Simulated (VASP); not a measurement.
# Ge2H in VASP: single point with PBE+D3(BJ)

Aim: the single point of Ge2H with PBE+D3(BJ).

Program: VASP 6.6.1. These are calculated values, not measurements. Logs are shortened: lines on timing, memory, paths and dates and some standing lists are left out, and cuts for length are marked.

## (1) The cell of the first run

The cell holds a slab with vacuum, 24 atoms: a = 8.060 Å, b = 8.060 Å, c = 25.628 Å, α = 90.00°, β = 90.00°, γ = 120.00°.

## (2) Single point, PBE+D3(BJ)

INCAR reads:

```
SYSTEM = Ge2H
PREC = Accurate
ENCUT = 520
EDIFF = 1E-6
ISMEAR = 0
SIGMA = 0.1
LREAL = Auto
LASPH = .TRUE.
NELM = 80
ALGO = Normal
ISIF = 2
LWAVE = .FALSE.
LCHARG = .FALSE.
LDIPOL = .TRUE.
IDIPOL = 3
DIPOL = 0.5 0.5 0.454
GGA = PE
IVDW = 12
NBANDS = 134
```

KPOINTS reads:

```
Automatic mesh
0
G
  3 3 1
  0 0 0
```

POSCAR reads:

```
Ge2H
1.0
    8.0601468097      0.0000000000      0.0000000000
   -4.0300734049      6.9802918954      0.0000000000
    0.0000000000      0.0000000000     25.6280632356
Ge H
16 8
Direct
    0.6666666667      0.3333333333      0.3718579868
    0.6666666667      0.8333333333      0.3718579868
    0.1666666667      0.3333333333      0.3718579868
    0.1666666667      0.8333333333      0.3718579868
    0.5000000000      0.5000000000      0.4039569902
    0.5000000000      0.0000000000      0.4039569902
    0.0000000000      0.5000000000      0.4039569902
    0.0000000000      0.0000000000      0.4039569902
   -0.0037532733      0.5037447923      0.4996360914
   -0.0037447923     -0.0074980656      0.4996360914
    0.5074980656      0.5037532733      0.4996360914
    0.5000000000      0.0000000000      0.4994015293
    0.8333333333      0.6666666667      0.5398246416
    0.8359158766      0.1679476635      0.5296762632
    0.3320317869      0.6640841234      0.5296762632
    0.3320523365      0.1679682131      0.5296762632
    0.6659093869      0.3318862666      0.3111461198
    0.6659768798      0.8340906131      0.3111461198
    0.1666666667      0.3333333333      0.3109574934
    0.1681137334      0.8340231202      0.3111461198
    0.8333333333      0.6666666667      0.6489137657
    0.8333715675      0.1665752563      0.5903304898
    0.3332036888      0.6666284325      0.5903304898
    0.3334247437      0.1667963112      0.5903304898
```

Potentials or basis: VASP PAW PBE potentials, release 64 (Ge_d, H).

Started as:

```sh
> cat potpaw_PBE.64/Ge_d/POTCAR potpaw_PBE.64/H/POTCAR > POTCAR
> mpirun -np 1 vasp_std > vasp.out
```

OUTCAR:

```text
SYSTEM = Ge2H
   PREC = Accurate
   ENCUT = 520
   EDIFF = 1E-6
   ISMEAR = 0
   LREAL = Auto
   LASPH = .TRUE.
   NELM = 80
   ISIF = 2
   GGA = PE
   IVDW = 12
 IVDW          = 12

 ion  position               nearest neighbor table
   1  0.667  0.333  0.372-  17 1.56   6 2.47   7 2.47   5 2.47
   2  0.667  0.833  0.372-  18 1.56   5 2.47   8 2.47   6 2.47
   3  0.167  0.333  0.372-  19 1.56   8 2.47   5 2.47   7 2.47
   4  0.167  0.833  0.372-  20 1.56   7 2.47   6 2.47   8 2.47
   5  0.500  0.500  0.404-  11 2.45   2 2.47   3 2.47   1 2.47
   6  0.500  0.000  0.404-  12 2.45   1 2.47   4 2.47   2 2.47
   7  0.000  0.500  0.404-   9 2.45   4 2.47   1 2.47   3 2.47
   8  0.000  0.000  0.404-  10 2.45   3 2.47   2 2.47   4 2.47
   9  0.996  0.504  0.500-   7 2.45  15 2.47  14 2.47  13 2.50
  10  0.996  0.993  0.500-   8 2.45  14 2.47  16 2.47  13 2.50
  11  0.507  0.504  0.500-   5 2.45  16 2.47  15 2.47  13 2.50
  12  0.500  0.000  0.499-   6 2.45  15 2.47  14 2.47  16 2.47
  13  0.833  0.667  0.540-  10 2.50  11 2.50   9 2.50
  14  0.836  0.168  0.530-  22 1.55  10 2.47   9 2.47  12 2.47
  15  0.332  0.664  0.530-  23 1.55   9 2.47  11 2.47  12 2.47
  16  0.332  0.168  0.530-  24 1.55  11 2.47  10 2.47  12 2.47
  17  0.666  0.332  0.311-   1 1.56
  18  0.666  0.834  0.311-   2 1.56
  19  0.167  0.333  0.311-   3 1.56
  20  0.168  0.834  0.311-   4 1.56
  21  0.833  0.667  0.649-
  22  0.833  0.167  0.590-  14 1.55
  23  0.333  0.667  0.590-  15 1.55
  24  0.333  0.167  0.590-  16 1.55

  LATTYP: Found a hexagonal cell.
 ALAT       =     8.0601468097
 C/A-ratio  =     3.1796025359

  Lattice vectors:

 A1 = (   8.0601468097,   0.0000000000,   0.0000000000)
 A2 = (  -4.0300734049,   6.9802918954,   0.0000000000)
 A3 = (   0.0000000000,   0.0000000000,  25.6280632356)

Analysis of symmetry for initial positions (statically):
=====================================================================
 Subroutine PRICEL returns:
 Original cell was already a primitive cell.

 Routine SETGRP: Setting up the symmetry group for a
 hexagonal supercell.

 Subroutine GETGRP returns: Found  3 space group operations
 (whereof  1 operations were pure point group operations)
 out of a pool of 24 trial point group operations.

The static configuration has the point symmetry C_1 .
 The point group associated with its full space group is C_3 .

Analysis of symmetry for dynamics (positions and initial velocities):
=====================================================================
 Subroutine PRICEL returns:
 Original cell was already a primitive cell.

 Routine SETGRP: Setting up the symmetry group for a
 hexagonal supercell.

 Subroutine GETGRP returns: Found  3 space group operations
 (whereof  1 operations were pure point group operations)
 out of a pool of 24 trial point group operations.

The dynamic configuration has the point symmetry C_1 .
 The point group associated with its full space group is C_3 .

 Subroutine INISYM returns: Found  3 space group operations
 (whereof  1 operations are pure point group operations),
 and found     1 'primitive' translations

----------------------------------------------------------------------------------------

                                     Primitive cell

  volume of cell :    1441.8906

  direct lattice vectors                    reciprocal lattice vectors
     8.060146810  0.000000000  0.000000000     0.124067219  0.071630242  0.000000000
    -4.030073405  6.980291895  0.000000000     0.000000000  0.143260485  0.000000000
     0.000000000  0.000000000 25.628063236     0.000000000  0.000000000  0.039019726

  length of vectors
     8.060146810  8.060146810 25.628063236     0.143260485  0.143260485  0.039019726

  position of ions in fractional coordinates (direct lattice)
     0.666666667  0.333333333  0.371857987
     0.666666667  0.833333333  0.371857987
     0.166666667  0.333333333  0.371857987
     0.166666667  0.833333333  0.371857987
     0.500000000  0.500000000  0.403956990
     0.500000000  0.000000000  0.403956990
[... 16 lines left out ...]
     0.333203689  0.666628432  0.590330490
     0.333424744  0.166796311  0.590330490

  ion indices of the primitive-cell ions
   primitive index   ion index
                 1           1
                 2           2
                 3           3
                 4           4
                 5           5
                 6           6
[... 16 lines left out ...]
                23          23
                24          24

----------------------------------------------------------------------------------------

 KPOINTS: Automatic mesh

Automatic generation of k-mesh.
 Grid dimensions read from file:
 generate k-points for:    3    3    1

 Generating k-lattice:

  Cartesian coordinates                     Fractional coordinates (reciprocal lattice)
     0.041355740  0.023876747  0.000000000     0.333333333  0.000000000  0.000000000
     0.000000000  0.047753495  0.000000000     0.000000000  0.333333333  0.000000000
     0.000000000  0.000000000  0.039019726     0.000000000  0.000000000  1.000000000

  Length of vectors
     0.047753495  0.047753495  0.039019726

  Shift w.r.t. Gamma in fractional coordinates (k-lattice)
     0.000000000  0.000000000  0.000000000

 Subroutine IBZKPT returns following result:
 ===========================================

 Found      3 irreducible k-points:

 Following reciprocal coordinates:
            Coordinates               Weight
  0.000000  0.000000  0.000000      1.000000
  0.333333 -0.000000  0.000000      6.000000
  0.333333  0.333333  0.000000      2.000000
   k-points           NKPTS =      3   k-points in BZ     NKDIM =      3   number of bands    NBANDS=    134
   number of dos      NEDOS =    301   number of ions     NIONS =     24
   total plane-waves  NPLWV = 691200
   dimension x,y,z NGX =    60 NGY =   60 NGZ =  192
   dimension x,y,z NGXF=   120 NGYF=  120 NGZF=  384
   ions per type =              16   8
   NGX,Y,Z   is equivalent  to a cutoff of  12.38, 12.38, 12.45 a.u.
   NGXF,Y,Z  is equivalent  to a cutoff of  24.75, 24.75, 24.91 a.u.
 SYSTEM =  Ge2H
   PREC   = accura    normal or accurate (medium, high low for compatibility)
   ISTART =      0    job   : 0-new  1-cont  2-samecut
   ICHARG =      2    charge: 1-file 2-atom 10-const
   ISPIN  =      1    spin polarized calculation?
   LNONCOLLINEAR =      F non collinear calculations
   LSORBIT =      F    spin-orbit coupling
   LASPH  =      T    aspherical Exc in radial PAW
   ENCUT  =  520.0 eV  38.22 Ry    6.18 a.u.  14.99 14.99 47.65*2*pi/ulx,y,z
   NELM   =     80;   NELMIN=  2; NELMDL= -5     # of ELM steps
   EDIFF  = 0.1E-05   stopping-criterion for ELM
   LREAL  =      T    real-space projection
   EDIFFG = 0.1E-04   stopping-criterion for IOM
   NSW    =      0    number of steps for IOM
   IBRION =     -1    ionic relax: 0-MD 1-quasi-New 2-CG
   NFREE  =      0    steps in history (QN), initial steepest desc. (CG)
   ISIF   =      2    stress and relaxation
   ISYM   =      2    0-nonsym 1-usesym 2-fastsym
   POTIM  = 0.5000    time-step for ionic-motion
   TEBEG  =    0.0;   TEEND  =   0.0 temperature during run
   PSTRESS=    0.0 pullay stress
   NELECT =     232.0000    total number of electrons
   NUPDOWN=      -1.0000    fix difference up-down
   EMIN   =  10.00;   EMAX   =-10.00  energy-range for DOS
   EFERMI =   0.00;   METHOD = LEGACY
   ISMEAR =     0;   SIGMA  =   0.10  broadening in eV -4-tet -1-fermi 0-gaus
   EFERMI_NEDOS =   21; number of points for ismear=-14 and -15
   IALGO  =     38    algorithm
   IMIX   =      4    mixing-type and parameters
     AMIX     =   0.40;   BMIX     =  1.00
     AMIX_MAG =   1.60;   BMIX_MAG =  1.00
  volume/ion in A,a.u.               =      60.08       405.43
  Fermi-wavevector in a.u.,A,eV,Ry     =   0.890417  1.682644 10.787273  0.792842
  Thomas-Fermi vector in A             =   2.012105
   LORBIT       =      0    0 simple, 1 ext, 2 COOP (PROOUT), +10 PAW based schemes
   GGA     = PE    functional components
   LHFCALC =     F    Hartree Fock is set to
   AEXX    =    0.0000 exact exchange contribution
   IVDW    =    12    specifies the selected vdW correction
   LEPSILON=     F    determine dielectric tensor
   LRPA    =     F    only Hartree local field effects (RPA)
 non-spin polarized calculation
 Gauss-broadening in eV      SIGMA  =   0.10
  energy-cutoff  :      520.00
  volume of cell :     1441.89
 maximum number of plane-waves:     38877
 NGX is ok and might be reduce to    60
   NGX = 29   NGY = 29   NGZ = 95

 dipolmoment           0.000000      0.000000     -0.018963 electrons x Angstroem

 number of electron     232.0000008 magnetization

 dipolmoment           0.000000      0.000000      0.246557 electrons x Angstroem

 Free energy of the ion-electron system (eV)
  ---------------------------------------------------
  ext. energy  EPLUGINS =         0.00000000
  ---------------------------------------------------
  free energy    TOTEN  =       -94.55725432 eV

  energy without entropy =      -94.54085626  energy(sigma->0) =      -94.54905529

 E-fermi :  -2.2583     XC(G=0):  -3.3404

 val. band max:       -2.2602052486   @ k =   0.0000   0.0000   0.0000
 cond. band min:      -1.9882900345   @ k =   0.3333  -0.0000   0.0000
 fundamental gap:      0.2719152141
 Fermi energy:        -2.2582563380

 k-point     1 :       0.0000    0.0000    0.0000
  band No.  band energies     occupation
      1     -26.9559      2.00000
      2     -26.9559      2.00000
      3     -26.9340      2.00000
      4     -26.9254      2.00000
      5     -26.9254      2.00000
      6     -26.8917      2.00000
[... 120 lines left out ...]
    127      -0.0035      0.00000
    128       0.3102      0.00000

 k-point     2 :       0.3333   -0.0000    0.0000
  band No.  band energies     occupation
      1     -26.9567      2.00000
      2     -26.9560      2.00000
      3     -26.9360      2.00000
      4     -26.9278      2.00000
      5     -26.9273      2.00000
      6     -26.8931      2.00000
[... 120 lines left out ...]
    127       0.8968      0.00000
    128       0.9220      0.00000

 k-point     3 :       0.3333    0.3333    0.0000
  band No.  band energies     occupation
      1     -26.9570      2.00000
      2     -26.9561      2.00000
      3     -26.9371      2.00000
      4     -26.9290      2.00000
      5     -26.9279      2.00000
      6     -26.8939      2.00000
[... 120 lines left out ...]
    127       0.8712      0.00000
    128       0.8741      0.00000
 [bands above 128 left out]

------------------------ aborting loop because EDIFF is reached ----------------------------------------

 vacuum level on the upper side and lower side of the slab       (xc-potential included)         0.282        -0.495

 Edisp (eV)   -3.57289

 E8    (eV) :    -1.6094

  FORCE on cell =-STRESS in cart. coord.  units (eV):
  Direction    XX          YY          ZZ          XY          YZ          ZX
  --------------------------------------------------------------------------------------
  -------------------------------------------------------------------------------------
  Total      -1.18164    -1.18164    -7.06800    -0.00000     0.00000    -0.00000
  in kB      -1.31300    -1.31300    -7.85371    -0.00000     0.00000    -0.00000
  external pressure =       -3.49 kB  Pullay stress =        0.00 kB

 VOLUME and BASIS-vectors are now :
 -----------------------------------------------------------------------------
  energy-cutoff  :      520.00
  volume of cell :     1441.89
      direct lattice vectors                 reciprocal lattice vectors
     8.060146810  0.000000000  0.000000000     0.124067219  0.071630242  0.000000000
    -4.030073405  6.980291895  0.000000000     0.000000000  0.143260485  0.000000000
     0.000000000  0.000000000 25.628063236     0.000000000  0.000000000  0.039019726

 POSITION                                       TOTAL-FORCE (eV/Angst)
 -----------------------------------------------------------------------------------
      4.03007      2.32676      9.53000        -0.000158     -0.051100      0.102192
      2.01504      5.81691      9.53000        -0.044174      0.025687      0.102192
      0.00000      2.32676      9.53000        -0.000000      0.000000      0.251606
     -2.01504      5.81691      9.53000         0.044333      0.025413      0.102192
      2.01504      3.49015     10.35264         0.222932      0.128964     -0.211800
      4.03007      0.00000     10.35264        -0.000000      0.000000     -0.125225
[... 16 lines left out ...]
     -0.00089      4.65326     15.12903         0.000853     -0.018240     -0.056517
      2.01525      1.16429     15.12903        -0.016223      0.008382     -0.056517
 -----------------------------------------------------------------------------------
    total drift:                               -0.000004      0.000002     -0.000734

  FREE ENERGIE OF THE ION-ELECTRON SYSTEM (eV)
  ---------------------------------------------------
  free  energy   TOTEN  =       -98.1301475594 eV

  energy  without entropy=      -98.1137494986  energy(sigma->0) =      -98.12194853

 vacuum level on the upper side and lower side of the slab         2.806         2.013
```

Wall time 19 min (1 thread of Intel Xeon 6975P-C (Granite Rapids), shared host); peak memory 1.3 GiB.

Results:

| Quantity | Value |
| --- | --- |
| Free energy | -98.1301 eV |
| Largest force | 1.654 eV/Å |
| Dispersion energy per atom | -0.149 eV |

Forces on the atoms (eV/Å):
```
Ge   0.000 -0.051  0.102
Ge  -0.044  0.026  0.102
Ge   0.000  0.000  0.252
Ge   0.044  0.025  0.102
Ge   0.223  0.129 -0.212
Ge   0.000  0.000 -0.125
Ge  -0.223  0.129 -0.212
Ge   0.000 -0.258 -0.212
Ge   0.268 -0.155  0.355
Ge   0.000  0.310  0.355
Ge  -0.269 -0.155  0.355
Ge   0.000  0.000  0.087
Ge   0.000  0.000  0.688
Ge  -0.073 -0.043  0.003
Ge   0.000  0.085  0.003
Ge   0.073 -0.042  0.003
H    0.000  0.021  0.031
H    0.018 -0.011  0.031
H    0.000  0.000  0.083
H   -0.018 -0.010  0.031
H    0.000  0.000 -1.654
H    0.015  0.010 -0.057
H    0.001 -0.018 -0.057
H   -0.016  0.008 -0.057
```

Levels at points of the mesh, in eV from the Fermi level:
| k point | band 113 | band 114 | band 115 | band 116 | band 117 | band 118 | band 119 | band 120 |
| --- | --- | --- | --- | --- | --- | --- | --- | --- |
| (0.00, 0.00, 0.00) | -0.79 | -0.79 | -0.05 | -0.05 | 0.00 | 0.66 | 1.03 | 1.34 |
